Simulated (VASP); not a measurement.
# Cu (Fm-3m) in VASP: a series of runs

Runs on Cu. Level: LDA. Tasks: single point.

Program: VASP 6.6.1. These are calculated values, not measurements. Logs are shortened: lines on timing, memory, paths and dates and some standing lists are left out, and cuts for length are marked.

## 1. The cell of the first run

The structure is cubic, space group Fm-3m (No. 225). The conventional cell has a = 3.615 Å, b = 3.615 Å, c = 3.615 Å, α = 90.00°, β = 90.00°, γ = 90.00°. Cu (site symmetry m-3m) has 12 Cu at 2.56 Å within 3.4 Å.

## 2. Single point, LDA

File INCAR:

```
ALGO = Normal ; EDIFF = 1E-6
ENCUT = 520 ; GGA = CA
ISIF = 2 ; ISMEAR = -1
LASPH = True ; LCHARG = False
LREAL = False ; LWAVE = False
NBANDS = 12 ; NELM = 100
PREC = Accurate ; SIGMA = 0.05
```

File KPOINTS:

```
k-points
0
Gamma
  16 16 16
```

File POSCAR:

```
Cu
1.0
    0.0000000000      1.8075000000      1.8075000000
    1.8075000000      0.0000000000      1.8075000000
    1.8075000000      1.8075000000      0.0000000000
Cu
1
Direct
    0.0000000000      0.0000000000      0.0000000000
```

Potentials or basis: VASP PAW LDA potentials, release 64 (Cu).

Launch:

```
> cat potpaw_LDA.64/Cu/POTCAR > POTCAR
> mpirun -np 1 vasp_std > vasp.out
```

OUTCAR:

```text
EDIFF = 1E-6
   ENCUT = 520
   GGA = CA
   ISIF = 2
   ISMEAR = -1
   LASPH = True
   LREAL = False
   NELM = 100
   PREC = Accurate

 ion  position               nearest neighbor table
   1  0.000  0.000  0.000-

  LATTYP: Found a face centered cubic cell.
 ALAT       =     3.6150000000

  Lattice vectors:

 A1 = (   0.0000000000,   1.8075000000,   1.8075000000)
 A2 = (   1.8075000000,   0.0000000000,   1.8075000000)
 A3 = (   1.8075000000,   1.8075000000,   0.0000000000)

Analysis of symmetry for initial positions (statically):
=====================================================================
 Subroutine PRICEL returns:
 Original cell was already a primitive cell.

 Routine SETGRP: Setting up the symmetry group for a
 face centered cubic supercell.

 Subroutine GETGRP returns: Found 48 space group operations
 (whereof 48 operations were pure point group operations)
 out of a pool of 48 trial point group operations.

The static configuration has the point symmetry O_h .

Analysis of symmetry for dynamics (positions and initial velocities):
=====================================================================
 Subroutine PRICEL returns:
 Original cell was already a primitive cell.

 Routine SETGRP: Setting up the symmetry group for a
 face centered cubic supercell.

 Subroutine GETGRP returns: Found 48 space group operations
 (whereof 48 operations were pure point group operations)
 out of a pool of 48 trial point group operations.

The dynamic configuration has the point symmetry O_h .

 Subroutine INISYM returns: Found 48 space group operations
 (whereof 48 operations are pure point group operations),
 and found     1 'primitive' translations

----------------------------------------------------------------------------------------

                                     Primitive cell

  volume of cell :      11.8104

  direct lattice vectors                    reciprocal lattice vectors
     0.000000000  1.807500000  1.807500000    -0.276625173  0.276625173  0.276625173
     1.807500000  0.000000000  1.807500000     0.276625173 -0.276625173  0.276625173
     1.807500000  1.807500000  0.000000000     0.276625173  0.276625173 -0.276625173

  length of vectors
     2.556191014  2.556191014  2.556191014     0.479128854  0.479128854  0.479128854

  position of ions in fractional coordinates (direct lattice)
     0.000000000  0.000000000  0.000000000

  ion indices of the primitive-cell ions
   primitive index   ion index
                 1           1

[... 77 lines left out ...]
   ISIF   =      2    stress and relaxation
   ISYM   =      2    0-nonsym 1-usesym 2-fastsym
   POTIM  = 0.5000    time-step for ionic-motion
   TEBEG  =    0.0;   TEEND  =   0.0 temperature during run
   PSTRESS=    0.0 pullay stress
   NELECT =      11.0000    total number of electrons
   NUPDOWN=      -1.0000    fix difference up-down
   EMIN   =  10.00;   EMAX   =-10.00  energy-range for DOS
   EFERMI =   0.00;   METHOD = LEGACY
   ISMEAR =    -1;   SIGMA  =   0.05  broadening in eV -4-tet -1-fermi 0-gaus
   EFERMI_NEDOS =   21; number of points for ismear=-14 and -15
   IALGO  =     38    algorithm
   IMIX   =      4    mixing-type and parameters
     AMIX     =   0.40;   BMIX     =  1.00
     AMIX_MAG =   1.60;   BMIX_MAG =  1.00
  volume/ion in A,a.u.               =      11.81        79.70
  Fermi-wavevector in a.u.,A,eV,Ry     =   1.598763  3.021224 34.777078  2.556043
  Thomas-Fermi vector in A             =   2.696162
   LORBIT       =      0    0 simple, 1 ext, 2 COOP (PROOUT), +10 PAW based schemes
   GGA     = CA    functional components
   LHFCALC =     F    Hartree Fock is set to
   AEXX    =    0.0000 exact exchange contribution
   IVDW    =     0    specifies the selected vdW correction
   LEPSILON=     F    determine dielectric tensor
   LRPA    =     F    only Hartree local field effects (RPA)
 non-spin polarized calculation
  energy-cutoff  :      520.00
  volume of cell :       11.81
 maximum number of plane-waves:       332
   NGX =  9   NGY =  9   NGZ =  9

 number of electron      11.0000001 magnetization

 Free energy of the ion-electron system (eV)
  ---------------------------------------------------
  ext. energy  EPLUGINS =         0.00000000
  ---------------------------------------------------
  free energy    TOTEN  =        -4.67521003 eV

  energy without entropy =       -4.67269633  energy(sigma->0) =       -4.67395318

 E-fermi :   7.2901     XC(G=0): -13.1021

 val. band max:        7.2844318298   @ k =   0.5000   0.1875   0.0625
 cond. band min:       7.3329157099   @ k =   0.5000   0.3125   0.1250
 fundamental gap:      0.0484838802
 Fermi energy:         7.2900653893

 k-point     1 :       0.0000    0.0000    0.0000
  band No.  band energies     occupation
      1      -2.0104      2.00000
      2       4.2675      2.00000
      3       4.2675      2.00000
      4       4.2675      2.00000
      5       5.1054      2.00000
      6       5.1054      2.00000
      7      30.0238      0.00000
      8      32.4833      0.00000
      9      32.4833      0.00000
     10      32.4833      0.00000
     11      35.0230      0.00000
     12      35.0230      0.00000
[... 331 lines left out ...]
 k-point    24 :      -0.0625    0.0625    0.0000
  band No.  band energies     occupation
      1      -1.6330      2.00000
      2       4.1823      2.00000
      3       4.3337      2.00000
      4       4.3475      2.00000
      5       5.0422      2.00000
      6       5.1189      2.00000
      7      27.9944      0.00000
      8      29.0176      0.00000
      9      31.6352      0.00000
     10      33.0201      0.00000
     11      35.2139      0.00000
     12      35.9513      0.00000

 [... further k-points ...]

------------------------ aborting loop because EDIFF is reached ----------------------------------------

  FORCE on cell =-STRESS in cart. coord.  units (eV):
  Direction    XX          YY          ZZ          XY          YZ          ZX
  --------------------------------------------------------------------------------------
  -------------------------------------------------------------------------------------
  Total       -0.8583279     -0.8583279     -0.8583279      0.0000000      0.0000000      0.0000000
  in kB     -116.4391174   -116.4391174   -116.4391174      0.0000000      0.0000000      0.0000000
  external PRESSURE =    -116.4391174 kB  Pullay stress =       0.0000000 kB

 VOLUME and BASIS-vectors are now :
 -----------------------------------------------------------------------------
  energy-cutoff  :      520.00
  volume of cell :       11.81
      direct lattice vectors                 reciprocal lattice vectors
     0.000000000  1.807500000  1.807500000    -0.276625173  0.276625173  0.276625173
     1.807500000  0.000000000  1.807500000     0.276625173 -0.276625173  0.276625173
     1.807500000  1.807500000  0.000000000     0.276625173  0.276625173 -0.276625173

 POSITION                                       TOTAL-FORCE (eV/Angst)
 -----------------------------------------------------------------------------------
      0.00000      0.00000      0.00000        -0.000000      0.000000      0.000000
 -----------------------------------------------------------------------------------
    total drift:                                0.000000      0.000000      0.000000

  FREE ENERGIE OF THE ION-ELECTRON SYSTEM (eV)
  ---------------------------------------------------
  free  energy   TOTEN  =        -4.6752100275 eV

  energy  without entropy=       -4.6726963255  energy(sigma->0) =       -4.67395318
```

It took 23 s on 1 thread of Intel Xeon 8259CL, shared host; peak memory 0.13 GiB.

Results:

```yaml
Free_energy: -4.6752 eV
Pressure: -11.6 GPa
Band_gap_on_the_k_mesh: zero (an odd number of electrons rules out a gap without spin polarisation)
```

Caveat: the cell stands under tension.

## 3. Single point, LDA, collinear spin

File INCAR:

```
ALGO     = Normal         # electronic algorithm
EDIFF    = 1E-6           # SCF threshold, eV
ENCUT    = 520            # plane-wave cutoff, eV
GGA      = CA             # functional
ISIF     = 2              # what is computed and relaxed
ISMEAR   = -1             # smearing method
ISPIN    = 2              # spin polarisation
LASPH    = T              # aspherical terms in the spheres
LCHARG   = F              # write CHGCAR
LMAXMIX  = 4              # l up to which the mixer works
LORBIT   = 11             # projections on sites
LREAL    = F              # projectors in reciprocal space
LWAVE    = F              # write WAVECAR
MAGMOM   = 0.7            # initial moments
NBANDS   = 16             # bands
NELM     = 150            # most SCF steps
PREC     = Accurate       # precision mode
SIGMA    = 0.05           # smearing width, eV
```

KPOINTS is that of step 2.

POSCAR is that of step 2.

Potentials or basis: VASP PAW LDA potentials, release 64 (Cu).

Launch:

```
> cat potpaw_LDA.64/Cu/POTCAR > POTCAR
> mpirun -np 1 vasp_std > vasp.out
```

Run time: 72 s. Hardware: 1 thread of Intel Xeon 8259CL, shared host; peak memory 0.15 GiB.

The run converged. Its results:

* Free energy: -4.6752 eV
* Pressure: -11.6 GPa
* Net moment: 0.00 μB per cell
* Valence electrons inside the program's atomic spheres: Cu 10.01

Levels at points of the mesh, in eV from the Fermi level:
Spin up:
```tsv
k point	band 2	band 3	band 4	band 5	band 6	band 7	band 8	band 9	band 10	band 11
(0.00, 0.00, 0.00)	-3.02	-3.02	-3.02	-2.18	-2.18	22.73	25.19	25.19	25.19	27.73
(0.50, 0.00, 0.00)	-3.05	-3.05	-1.62	-1.62	-0.93	3.77	21.25	21.96	21.96	25.13
(0.50, 0.50, 0.00)	-4.42	-1.63	-1.48	-1.48	1.54	7.16	13.05	13.05	17.69	20.31
```
Spin down:
```
           k point  band 4  band 5  band 6  band 7  band 8  band 9
(0.00, 0.00, 0.00)   -3.02   -2.18   -2.18   22.73   25.19   25.19
(0.50, 0.00, 0.00)   -1.62   -1.62   -0.93    3.77   21.25   21.96
(0.50, 0.50, 0.00)   -1.48   -1.48    1.54    7.16   13.05   13.05
```

Caveat: the cell stands under tension.

## 4. Single point, LDA, collinear spin

File INCAR:

```
  ALGO = Normal
  EDIFF = 1E-6
  ENCUT = 520
  GGA = CA
  ISIF = 2
  ISMEAR = -1
  ISPIN = 2
  LASPH = T
  LCHARG = F
  LMAXMIX = 4
  LORBIT = 11
  LREAL = F
  LWAVE = F
  MAGMOM = 0.2
  NBANDS = 16
  NELM = 150
  NUPDOWN = 0.2
  PREC = Accurate
  SIGMA = 0.05
```

KPOINTS is that of step 3.

POSCAR is that of step 3.

Launch:

```
> cat potpaw_LDA.64/Cu/POTCAR > POTCAR
> mpirun -np 1 vasp_std > vasp.out
```

Wall time 69 s (1 thread of Intel Xeon 8259CL, shared host); peak memory 0.15 GiB.

Results (log left out):

* Free energy: -4.6137 eV
* Pressure: -11.3 GPa
* Net moment: 0.20 μB per cell
* Site moments: Cu +0.16 μB
* Valence electrons inside the program's atomic spheres: Cu 10.01

Caveat: the cell stands under tension; the total moment is fixed, so each spin has its own Fermi level.

(Continued in part 2 of 2.)
